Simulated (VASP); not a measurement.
Crystal: Al4B2Te3.

```
Al B Te
1.0
     9.15599    0.00000    0.00000
    -4.57800    7.92932    0.00000
     0.00000    0.00000    4.73501
Al B Te
4 2 3
Direct
  0.33333 0.66667 0.50000
  0.66667 0.33333 0.50000
  0.33333 0.66667 0.00000
  0.66667 0.33333 0.00000
  0.00000 0.00000 0.50000
  0.00000 0.00000 0.00000
  0.50000 0.00000 0.50000
  0.00000 0.50000 0.50000
  0.50000 0.50000 0.50000
```

```yaml
Program: VASP 6.6.1
Task: relaxation of cell and atoms
Functional: PBE
Potentials_or_basis: VASP PAW PBE potentials, release 64 (Al, B, Te)
Cutoff: 600 eV
k_mesh: 6 × 6 × 8
Occupations: gaussian, width 0.1 eV
Spin: no spin polarisation
```

At the start: pressure 0.6 GPa; volume 38.20 Å³/atom.

Q: Where does the relaxation end?

A: Over 3 steps the energy falls by 3.2 meV/atom and the volume is 38.96 Å³/atom (+2.0 %); space group P6/mmm (No. 191, to 0.05 Å).

The path:
| step | energy change (eV) | largest force (eV/Å) | pressure (GPa) | volume (Å³) |
| --- | --- | --- | --- | --- |
| 1 | 0.0000 | 0.0000 | 0.62 | 343.77 |
| 2 | -0.0288 | 0.0000 | -0.06 | 351.19 |
| 3 | -0.0290 | 0.0000 | -0.02 | 350.68 |

Final structure:
```
Al B Te
1.0
     9.16932    0.00000    0.00000
    -4.58466    7.94087    0.00000
     0.00000    0.00000    4.81619
Al B Te
4 2 3
Direct
  0.33333 0.66667 0.50000
  0.66667 0.33333 0.50000
  0.33333 0.66667 0.00000
  0.66667 0.33333 0.00000
  0.00000 0.00000 0.50000
  0.00000 0.00000 0.00000
  0.50000 0.00000 0.50000
  0.00000 0.50000 0.50000
  0.50000 0.50000 0.50000
```
